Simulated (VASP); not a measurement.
A run of VASP 6.6.1 is set up as follows.

INCAR

```
SYSTEM = Sc
  PREC = Accurate
  ENCUT = 520
  EDIFF = 1E-7
  ISMEAR = -1
  SIGMA = 0.05
  LREAL = .False.
  LASPH = .True.
  NELM = 100
  ALGO = Normal
  ISIF = 2
  LWAVE = .False.
  LCHARG = .False.
  GGA = CA
  NBANDS = 18
```

KPOINTS

```
regular mesh
0
Gamma
  15 15 8
  0 0 0
```

File POSCAR:

```
Sc
1.0
    2.4759695900      0.0000000000      0.0000000000
   -1.2379847950      2.1442525639      0.0000000000
    0.0000000000      0.0000000000      4.2451956380
Sc
2
Direct
    0.3333333333      0.6666666667      0.2500000000
    0.6666666667      0.3333333333      0.7500000000
```

Potentials or basis: VASP PAW LDA potentials, release 64 (Sc_sv).

Command:

```console
$ cat potpaw_LDA.64/Sc_sv/POTCAR > POTCAR
$ mpirun -np 1 vasp_std > vasp.out
```

Task: Predict the pressure.

Result: 108.7 GPa.

Task: What does it give for the band gap on the k mesh?

Result: Zero (band 11 reaches 11.03 eV, above the bottom of band 12 at 8.38 eV).

Stress tensor (GPa, compression positive):
```
108.80   0.00   0.00
  0.00 108.80   0.00
  0.00   0.00 108.50
```
